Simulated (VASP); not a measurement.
# ZnSe (F-43m) in VASP: notebook, part 2 of 2

VASP 6.6.1.

### 3 Dielectric tensor, r2SCAN (strain +4.0%)

The input, INCAR:

```
ALGO = Normal
EDIFF = 1E-8
ENCUT = 520
ISIF = 2
ISMEAR = 0
LASPH = T
LCALCEPS = T
LCHARG = F
LMIXTAU = T
LREAL = F
LWAVE = F
METAGGA = R2SCAN
NELM = 100
PREC = Accurate
SIGMA = 0.01
```

The input, KPOINTS:

```
k-points
0
Gamma
  6 6 6
```

The input, POSCAR:

```
ZnSe
1.0
    0.0000000000      2.9457175118      2.9457175118
    2.9457175118      0.0000000000      2.9457175118
    2.9457175118      2.9457175118      0.0000000000
Zn Se
1 1
Direct
    0.0000000000      0.0000000000      0.0000000000
    0.2500000000      0.2500000000      0.2500000000
```

Potentials or basis: VASP PAW PBE potentials, release 64 (Zn, Se).

Run with:

```
cat potpaw_PBE.64/Zn/POTCAR potpaw_PBE.64/Se/POTCAR > POTCAR
mpirun -np 1 vasp_std > vasp.out
```

OUTCAR:

```text
EDIFF = 1E-8
   ENCUT = 520
   ISIF = 2
   ISMEAR = 0
   LASPH = T
   LREAL = F
   METAGGA = R2SCAN
   NELM = 100
   PREC = Accurate

 ion  position               nearest neighbor table
   1  0.000  0.000  0.000-   2 2.55   2 2.55   2 2.55   2 2.55
   2  0.250  0.250  0.250-   1 2.55   1 2.55   1 2.55   1 2.55

  LATTYP: Found a face centered cubic cell.
 ALAT       =     5.8914350236

  Lattice vectors:

 A1 = (   0.0000000000,   2.9457175118,   2.9457175118)
 A2 = (   2.9457175118,   0.0000000000,   2.9457175118)
 A3 = (   2.9457175118,   2.9457175118,   0.0000000000)

Analysis of symmetry for initial positions (statically):
=====================================================================
 Subroutine PRICEL returns:
 Original cell was already a primitive cell.

 Routine SETGRP: Setting up the symmetry group for a
 face centered cubic supercell.

 Subroutine GETGRP returns: Found 24 space group operations
 (whereof 24 operations were pure point group operations)
 out of a pool of 48 trial point group operations.
[... 567 lines left out ...]

 PIEZOELECTRIC TENSOR (including local field effects) (C/m^2)
          XX          YY          ZZ          XY          YZ          ZX
  --------------------------------------------------------------------------------
  x    -0.00000     0.00000     0.00000    -0.00000    -0.72411     0.00000
  y    -0.00000     0.00000    -0.00000     0.00000    -0.00000    -0.72411
  z     0.00000     0.00000     0.00000    -0.72411     0.00000    -0.00000

 BORN EFFECTIVE CHARGES (including local field effects) (in |e|, cummulative output)
 ---------------------------------------------------------------------------------
 ion    1
    1     2.22204     0.00000     0.00000
    2    -0.00000     2.22204     0.00000
    3     0.00000     0.00000     2.22204
 ion    2
    1    -2.22204    -0.00000    -0.00000
    2     0.00000    -2.22204    -0.00000
    3    -0.00000    -0.00000    -2.22204

  FORCE on cell =-STRESS in cart. coord.  units (eV):
  Direction    XX          YY          ZZ          XY          YZ          ZX
  --------------------------------------------------------------------------------------
  -------------------------------------------------------------------------------------
  Total       -1.8604450     -1.8604450     -1.8604450      0.0000000      0.0000000      0.0000000
  in kB      -58.3074627    -58.3074627    -58.3074627      0.0000000      0.0000000      0.0000000
  external PRESSURE =     -58.3074627 kB  Pullay stress =       0.0000000 kB

 VOLUME and BASIS-vectors are now :
 -----------------------------------------------------------------------------
  energy-cutoff  :      520.00
  volume of cell :       51.12
      direct lattice vectors                 reciprocal lattice vectors
     0.000000000  2.945717512  2.945717512    -0.169737932  0.169737932  0.169737932
     2.945717512  0.000000000  2.945717512     0.169737932 -0.169737932  0.169737932
     2.945717512  2.945717512  0.000000000     0.169737932  0.169737932 -0.169737932

 POSITION                                       TOTAL-FORCE (eV/Angst)
 -----------------------------------------------------------------------------------
      0.00000      0.00000      0.00000         0.000000      0.000000      0.000000
      1.47286      1.47286      1.47286        -0.000000     -0.000000     -0.000000
 -----------------------------------------------------------------------------------
    total drift:                                0.000021      0.000021      0.000021

  FREE ENERGIE OF THE ION-ELECTRON SYSTEM (eV)
  ---------------------------------------------------
  free  energy   TOTEN  =       -24.7910404822 eV

  energy  without entropy=      -24.7910404822  energy(sigma->0) =      -24.79104048
```

Run time: 34 min. Hardware: 1 thread of AMD EPYC 9R45 (Zen 5), shared host; peak memory 0.33 GiB.

Results:

- Band gap on the k mesh: 1.38 eV, direct
- Electronic dielectric tensor (diagonal): 6.46
- Born charges (mean of the diagonal): Zn +2.22; Se -2.22 e

Levels at points of the mesh, in eV from the valence-band top:
```tsv
k point	band 7	band 8	band 9	band 10	band 11	band 12
(0.00, 0.00, 0.00)	0.00	0.00	0.00	1.38	6.33	6.33
(0.50, 0.00, 0.00)	-4.58	-0.72	-0.72	2.82	6.86	6.86
(0.50, 0.50, 0.00)	-4.29	-1.84	-1.84	3.56	3.82	10.64
```

Electronic dielectric tensor:
```
6.46 0.00 0.00
0.00 6.46 0.00
0.00 0.00 6.46
```

Born effective charge tensors (e):
atom 1, Zn
```
2.22 0.00 0.00
0.00 2.22 0.00
0.00 0.00 2.22
```
atom 2, Se
```
-2.22  0.00  0.00
 0.00 -2.22  0.00
 0.00  0.00 -2.22
```

Dipole moments of the cell (e·Å, modulo the quantum): ionic 8.837, 8.837, 8.837; electronic 0.017, 0.017, 0.033

Caveat: the cell differs from its parent crystal (strain +4.0%); the PAW data sets were made with another functional, which shifts forces and pressure a little.
